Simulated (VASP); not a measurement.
Wanted: the native input for a VASP 6.6.1 run.

```yaml
Task: relaxation of cell and atoms
Functional: LDA
Potentials_or_basis: VASP PAW LDA potentials, release 64 (W_sv)
Cutoff: 600 eV
k_mesh: 13 × 13 × 7
Occupations: fermi-dirac, width 0.1 eV
Spin: no spin polarisation
Dipole_correction: no
Further_INCAR_settings: ALGO = Normal; EDIFF = 1e-07; IBRION = 2; EDIFFG = -0.01; NSW = 80; ISIF = 3
```

The structure of W lies in POSCAR:

```
W
1.0
    2.8194054199      0.0000000000      0.0000000000
   -1.4097027100      2.4416767172      0.0000000000
    0.0000000000      0.0000000000      4.6040890507
W
2
Direct
    0.3333333333      0.6666666667      0.2500000000
    0.6666666667      0.3333333333      0.7500000000
```

The input as run:

INCAR

```
PREC     = Accurate       # precision mode
ENCUT    = 600            # plane-wave cutoff, eV
EDIFF    = 1E-7           # SCF threshold, eV
ISMEAR   = -1             # smearing method
SIGMA    = 0.1            # smearing width, eV
LREAL    = False          # projectors in reciprocal space
LASPH    = True           # aspherical terms in the spheres
NELM     = 80             # most SCF steps
ALGO     = Normal         # electronic algorithm
ISIF     = 3              # what is computed and relaxed
LWAVE    = False          # write WAVECAR
LCHARG   = False          # write CHGCAR
IBRION   = 2              # ionic algorithm
NSW      = 80             # ionic steps
EDIFFG   = -0.01          # ionic threshold
```

KPOINTS

```
regular mesh
0
Gamma
  13 13 7
```

Potentials or basis: VASP PAW LDA potentials, release 64 (W_sv).

Command:

```console
$ cat potpaw_LDA.64/W_sv/POTCAR > POTCAR
$ mpirun -np 1 vasp_std > vasp.out
```

It gave:

```json
{
 "Energy gained by relaxing": "48.5 meV/atom",
 "Ionic steps": "11",
 "Pressure after relaxing": "0.1 GPa",
 "Band gap on the k mesh": "zero (band 14 reaches 12.14 eV, above the bottom of band 15 at 10.47 eV)"
}
```

Caveat: spin-orbit coupling is left out, which moves the levels of the heavy elements.

Wall time 3.4 min on 1 thread of Intel(R) Xeon(R) Platinum 8259CL CPU @ 2.50GHz (Skylake/Cascade Lake), with other jobs on the host, peak memory 0.19 GiB.
